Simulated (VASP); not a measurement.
# SnGe2 (C2/m) in VASP: single point with PBE

Aim: the single point of SnGe2 with PBE.

Program: VASP 6.6.1. These are calculated values, not measurements. Logs are shortened: lines on timing, memory, paths and dates and some standing lists are left out, and cuts for length are marked.

## 1. The cell of the first run

Symmetry: C2/m, No. 12, monoclinic system. Conventional cell: a = 6.274 Å, b = 5.521 Å, c = 4.090 Å, α = 90.00°, β = 106.43°, γ = 90.00°. Sn (site symmetry 2/m) has 10 Ge at 2.90 to 3.88 Å within 3.9 Å. Ge (site symmetry m) has 4 Ge at 2.61 to 3.23 Å and 4 Sn at 2.90 to 3.08 Å within 3.4 Å.

The cell was generated, and may not be a known phase.

## 2. Single point, PBE

The input, INCAR:

```
SYSTEM = SnGe2
  PREC = Accurate
  ENCUT = 500
  EDIFF = 1E-6
  ISMEAR = 0
  SIGMA = 0.1
  LREAL = .False.
  LASPH = .True.
  NELM = 120
  ALGO = Normal
  ISIF = 2
  LWAVE = .False.
  LCHARG = .False.
  GGA = PE
  NBANDS = 28
  GGA_COMPAT = .False.
```

The input, KPOINTS:

```
regular mesh
0
Gamma
  4 4 4
  0 0 0
```

The input, POSCAR:

```
SnGe2
1.0
    3.1370993066     -2.7606257565      0.0000000000
    3.1370993066      2.7606257565      0.0000000000
   -1.1566606654      0.0000000000      3.9225754706
Sn Ge
1 2
Direct
    0.0000000000      0.0000000000      0.0000000000
    0.6435458477      0.6435458477      0.3225641897
    0.3564541523      0.3564541523      0.6774358103
```

Potentials or basis: VASP PAW PBE potentials, release 64 (Sn_d, Ge_d).

Command:

```bash
cat potpaw_PBE.64/Sn_d/POTCAR potpaw_PBE.64/Ge_d/POTCAR > POTCAR
mpirun -np 1 vasp_std > vasp.out
```

OUTCAR:

```text
SYSTEM = SnGe2
   PREC = Accurate
   ENCUT = 500
   EDIFF = 1E-6
   ISMEAR = 0
   LREAL = .False.
   LASPH = .True.
   NELM = 120
   ISIF = 2
   GGA = PE

 ion  position               nearest neighbor table
   1  0.000  0.000  0.000-   2 2.90   3 2.90   3 3.03   2 3.03   2 3.08   2 3.08   3 3.08   3 3.08

   2  0.644  0.644  0.323-   3 2.61   3 2.74   1 2.90   1 3.03   1 3.08   1 3.08
   3  0.356  0.356  0.677-   2 2.61   2 2.74   1 2.90   1 3.03   1 3.08   1 3.08

  LATTYP: Found a base centered monoclinic cell.
 ALAT       =     6.2741986132
 B/A-ratio  =     0.8799931040
 C/A-ratio  =     0.6518051964
 COS(beta)  =    -0.2828328735

  Lattice vectors:

 A1 = (   3.1370993066,  -2.7606257565,   0.0000000000)
 A2 = (   3.1370993066,   2.7606257565,   0.0000000000)
 A3 = (  -1.1566606654,   0.0000000000,   3.9225754706)

Analysis of symmetry for initial positions (statically):
=====================================================================
 Subroutine PRICEL returns:
 Original cell was already a primitive cell.

 Routine SETGRP: Setting up the symmetry group for a
 base centered monoclinic supercell.

 Subroutine GETGRP returns: Found  4 space group operations
 (whereof  4 operations were pure point group operations)
 out of a pool of  4 trial point group operations.

The static configuration has the point symmetry C_2h.

Analysis of symmetry for dynamics (positions and initial velocities):
=====================================================================
 Subroutine PRICEL returns:
 Original cell was already a primitive cell.

 Routine SETGRP: Setting up the symmetry group for a
 base centered monoclinic supercell.

 Subroutine GETGRP returns: Found  4 space group operations
 (whereof  4 operations were pure point group operations)
 out of a pool of  4 trial point group operations.

The dynamic configuration has the point symmetry C_2h.

 Subroutine INISYM returns: Found  4 space group operations
 (whereof  4 operations are pure point group operations),
 and found     1 'primitive' translations

----------------------------------------------------------------------------------------

                                     Primitive cell

  volume of cell :      67.9418

  direct lattice vectors                    reciprocal lattice vectors
     3.137099307 -2.760625757  0.000000000     0.159382905 -0.181118357  0.046997677
     3.137099307  2.760625757  0.000000000     0.159382905  0.181118357  0.046997677
    -1.156660665  0.000000000  3.922575471     0.000000000  0.000000000  0.254934547

  length of vectors
     4.178809236  4.178809236  4.089555259     0.245795751  0.245795751  0.254934547

  position of ions in fractional coordinates (direct lattice)
     0.000000000  0.000000000  0.000000000
     0.643545848  0.643545848  0.322564190
     0.356454152  0.356454152  0.677435810

  ion indices of the primitive-cell ions
   primitive index   ion index
                 1           1
                 2           2
                 3           3

----------------------------------------------------------------------------------------

 KPOINTS: regular mesh

Automatic generation of k-mesh.
 Grid dimensions read from file:
 generate k-points for:    4    4    4

 Generating k-lattice:

  Cartesian coordinates                     Fractional coordinates (reciprocal lattice)
     0.039845726 -0.045279589  0.011749419     0.250000000  0.000000000 -0.000000000
     0.039845726  0.045279589  0.011749419     0.000000000  0.250000000 -0.000000000
     0.000000000  0.000000000  0.063733637     0.000000000  0.000000000  0.250000000

  Length of vectors
     0.061448938  0.061448938  0.063733637

  Shift w.r.t. Gamma in fractional coordinates (k-lattice)
     0.000000000  0.000000000  0.000000000

 Subroutine IBZKPT returns following result:
 ===========================================

 Found     24 irreducible k-points:

 Following reciprocal coordinates:
            Coordinates               Weight
  0.000000  0.000000  0.000000      1.000000
  0.250000 -0.000000  0.000000      4.000000
  0.500000 -0.000000  0.000000      2.000000
  0.250000  0.250000  0.000000      2.000000
  0.500000  0.250000  0.000000      4.000000
 -0.250000  0.250000  0.000000      2.000000
[... 16 lines left out ...]
 -0.250000  0.250000  0.500000      2.000000
  0.500000  0.500000  0.500000      1.000000
   k-points           NKPTS =     24   k-points in BZ     NKDIM =     24   number of bands    NBANDS=     28
   number of dos      NEDOS =    301   number of ions     NIONS =      3
   total plane-waves  NPLWV =  27000
   dimension x,y,z NGX =    30 NGY =   30 NGZ =   30
   dimension x,y,z NGXF=    60 NGYF=   60 NGZF=   60
   ions per type =               1   2
   NGX,Y,Z   is equivalent  to a cutoff of  11.93, 11.93, 12.20 a.u.
   NGXF,Y,Z  is equivalent  to a cutoff of  23.87, 23.87, 24.39 a.u.
 SYSTEM =  SnGe2
   PREC   = accura    normal or accurate (medium, high low for compatibility)
   ISTART =      0    job   : 0-new  1-cont  2-samecut
   ICHARG =      2    charge: 1-file 2-atom 10-const
   ISPIN  =      1    spin polarized calculation?
   LNONCOLLINEAR =      F non collinear calculations
   LSORBIT =      F    spin-orbit coupling
   LASPH  =      T    aspherical Exc in radial PAW
   ENCUT  =  500.0 eV  36.75 Ry    6.06 a.u.   7.62  7.62  7.46*2*pi/ulx,y,z
   NELM   =    120;   NELMIN=  2; NELMDL= -5     # of ELM steps
   EDIFF  = 0.1E-05   stopping-criterion for ELM
   LREAL  =      F    real-space projection
   EDIFFG = 0.1E-04   stopping-criterion for IOM
   NSW    =      0    number of steps for IOM
   IBRION =     -1    ionic relax: 0-MD 1-quasi-New 2-CG
   NFREE  =      0    steps in history (QN), initial steepest desc. (CG)
   ISIF   =      2    stress and relaxation
   ISYM   =      2    0-nonsym 1-usesym 2-fastsym
   POTIM  = 0.5000    time-step for ionic-motion
   TEBEG  =    0.0;   TEEND  =   0.0 temperature during run
   PSTRESS=    0.0 pullay stress
   NELECT =      42.0000    total number of electrons
   NUPDOWN=      -1.0000    fix difference up-down
   EMIN   =  10.00;   EMAX   =-10.00  energy-range for DOS
   EFERMI =   0.00;   METHOD = LEGACY
   ISMEAR =     0;   SIGMA  =   0.10  broadening in eV -4-tet -1-fermi 0-gaus
   EFERMI_NEDOS =   21; number of points for ismear=-14 and -15
   IALGO  =     38    algorithm
   IMIX   =      4    mixing-type and parameters
     AMIX     =   0.40;   BMIX     =  1.00
     AMIX_MAG =   1.60;   BMIX_MAG =  1.00
  volume/ion in A,a.u.               =      22.65       152.83
  Fermi-wavevector in a.u.,A,eV,Ry     =   1.394587  2.635387 26.461596  1.944872
  Thomas-Fermi vector in A             =   2.518121
   LORBIT       =      0    0 simple, 1 ext, 2 COOP (PROOUT), +10 PAW based schemes
   GGA     = PE    functional components
   LHFCALC =     F    Hartree Fock is set to
   AEXX    =    0.0000 exact exchange contribution
   IVDW    =     0    specifies the selected vdW correction
   LEPSILON=     F    determine dielectric tensor
   LRPA    =     F    only Hartree local field effects (RPA)
 non-spin polarized calculation
 Gauss-broadening in eV      SIGMA  =   0.10
  energy-cutoff  :      500.00
  volume of cell :       67.94
 maximum number of plane-waves:      1743
   NGX = 15   NGY = 15   NGZ = 15

 number of electron      42.0000011 magnetization

 Free energy of the ion-electron system (eV)
  ---------------------------------------------------
  ext. energy  EPLUGINS =         0.00000000
  ---------------------------------------------------
  free energy    TOTEN  =       -12.21001163 eV

  energy without entropy =      -12.20376031  energy(sigma->0) =      -12.20688597

 E-fermi :   6.7969     XC(G=0): -10.6270

 val. band max:        6.7442683073   @ k =   0.2500  -0.0000   0.2500
 cond. band min:       6.8741236100   @ k =  -0.2500   0.2500   0.2500
 fundamental gap:      0.1298553027
 Fermi energy:         6.7968616315

 k-point     1 :       0.0000    0.0000    0.0000
  band No.  band energies     occupation
      1     -17.9529      2.00000
      2     -17.9291      2.00000
      3     -17.8952      2.00000
      4     -17.8910      2.00000
      5     -17.8908      2.00000
      6     -17.8861      2.00000
[... 20 lines left out ...]
     27      13.5598      0.00000
     28      13.5993      0.00000

 k-point     2 :       0.2500   -0.0000    0.0000
  band No.  band energies     occupation
      1     -17.9499      2.00000
      2     -17.9303      2.00000
      3     -17.9006      2.00000
      4     -17.8943      2.00000
      5     -17.8884      2.00000
      6     -17.8781      2.00000
[... 20 lines left out ...]
     27      11.9962      0.00000
     28      12.7923      0.00000

 k-point     3 :       0.5000   -0.0000    0.0000
  band No.  band energies     occupation
      1     -17.9473      2.00000
      2     -17.9304      2.00000
      3     -17.9073      2.00000
      4     -17.8957      2.00000
      5     -17.8841      2.00000
      6     -17.8712      2.00000
[... 20 lines left out ...]
     27      11.0330      0.00000
     28      12.5549      0.00000

 k-point     4 :       0.2500    0.2500    0.0000
  band No.  band energies     occupation
      1     -17.9478      2.00000
      2     -17.9286      2.00000
      3     -17.9061      2.00000
      4     -17.8917      2.00000
      5     -17.8889      2.00000
      6     -17.8704      2.00000
[... 20 lines left out ...]
     27      12.5964      0.00000
     28      12.7445      0.00000

 k-point     5 :       0.5000    0.2500    0.0000
  band No.  band energies     occupation
      1     -17.9485      2.00000
      2     -17.9301      2.00000
      3     -17.9074      2.00000
      4     -17.8917      2.00000
      5     -17.8843      2.00000
      6     -17.8720      2.00000
[... 20 lines left out ...]
     27      12.8255      0.00000
     28      13.9238      0.00000

 k-point     6 :      -0.2500    0.2500    0.0000
  band No.  band energies     occupation
      1     -17.9500      2.00000
      2     -17.9332      2.00000
      3     -17.8990      2.00000
      4     -17.8912      2.00000
      5     -17.8884      2.00000
      6     -17.8810      2.00000
[... 463 lines left out ...]
      5     -17.8651      2.00000
      6     -17.8626      2.00000
[... 20 lines left out ...]
     27      14.3715      0.00000
     28      16.3647      0.00000

 k-point    22 :       0.5000    0.2500    0.5000
  band No.  band energies     occupation
      1     -17.9318      2.00000
      2     -17.9263      2.00000
      3     -17.9035      2.00000
      4     -17.8893      2.00000
      5     -17.8728      2.00000
      6     -17.8636      2.00000
[... 20 lines left out ...]
     27      15.4244      0.00000
     28      15.9969      0.00000

 k-point    23 :      -0.2500    0.2500    0.5000
  band No.  band energies     occupation
      1     -17.9341      2.00000
      2     -17.9314      2.00000
      3     -17.9072      2.00000
      4     -17.8932      2.00000
      5     -17.8709      2.00000
      6     -17.8595      2.00000
[... 20 lines left out ...]
     27      14.1146      0.00000
     28      15.3948      0.00000

 k-point    24 :       0.5000    0.5000    0.5000
  band No.  band energies     occupation
      1     -17.9247      2.00000
      2     -17.9244      2.00000
      3     -17.8975      2.00000
      4     -17.8857      2.00000
      5     -17.8782      2.00000
      6     -17.8670      2.00000
[... 20 lines left out ...]
     27      16.6727      0.00000
     28      18.2839      0.00000

------------------------ aborting loop because EDIFF is reached ----------------------------------------

  FORCE on cell =-STRESS in cart. coord.  units (eV):
  Direction    XX          YY          ZZ          XY          YZ          ZX
  --------------------------------------------------------------------------------------
  -------------------------------------------------------------------------------------
  Total        0.8873281     -0.4957477     -0.3497080      0.0000000      0.0000000     -1.1778578
  in kB       20.9246256    -11.6905286     -8.2466777      0.0000000      0.0000000    -27.7757848
  external PRESSURE =       0.3291397 kB  Pullay stress =       0.0000000 kB

 VOLUME and BASIS-vectors are now :
 -----------------------------------------------------------------------------
  energy-cutoff  :      500.00
  volume of cell :       67.94
      direct lattice vectors                 reciprocal lattice vectors
     3.137099307 -2.760625757  0.000000000     0.159382905 -0.181118357  0.046997677
     3.137099307  2.760625757  0.000000000     0.159382905  0.181118357  0.046997677
    -1.156660665  0.000000000  3.922575471     0.000000000  0.000000000  0.254934547

 POSITION                                       TOTAL-FORCE (eV/Angst)
 -----------------------------------------------------------------------------------
      0.00000      0.00000      0.00000         0.000000      0.000000      0.000000
      3.66464      0.00000      1.26528        -0.109497      0.000000     -0.004991
      1.45290      0.00000      2.65729         0.109497      0.000000      0.004991
 -----------------------------------------------------------------------------------
    total drift:                                0.000000     -0.000000      0.000000

  FREE ENERGIE OF THE ION-ELECTRON SYSTEM (eV)
  ---------------------------------------------------
  free  energy   TOTEN  =       -12.2100116284 eV

  energy  without entropy=      -12.2037603139  energy(sigma->0) =      -12.20688597
```

Wall time 33 s (1 thread of Intel Xeon 8259CL, shared host); peak memory 0.19 GiB.

Results:

| Property | Result |
| --- | --- |
| Free energy | -12.2100 eV |
| Pressure | 0.0 GPa |
| Largest force | 0.110 eV/Å |
| Band gap on the k mesh | zero (bands 21 and 22 overlap by 2.92 eV) |

Forces on the atoms (eV/Å):
```
Sn   0.000  0.000  0.000
Ge  -0.109  0.000 -0.005
Ge   0.109  0.000  0.005
```

Caveat: the k points lie up to 0.40 Å⁻¹ apart, too coarse for converged energies and pressures of a metal; spin-orbit coupling is left out, which moves the levels of the heavy elements.

The gap in the log of VASP goes by the Fermi energy; the results here count the filled bands.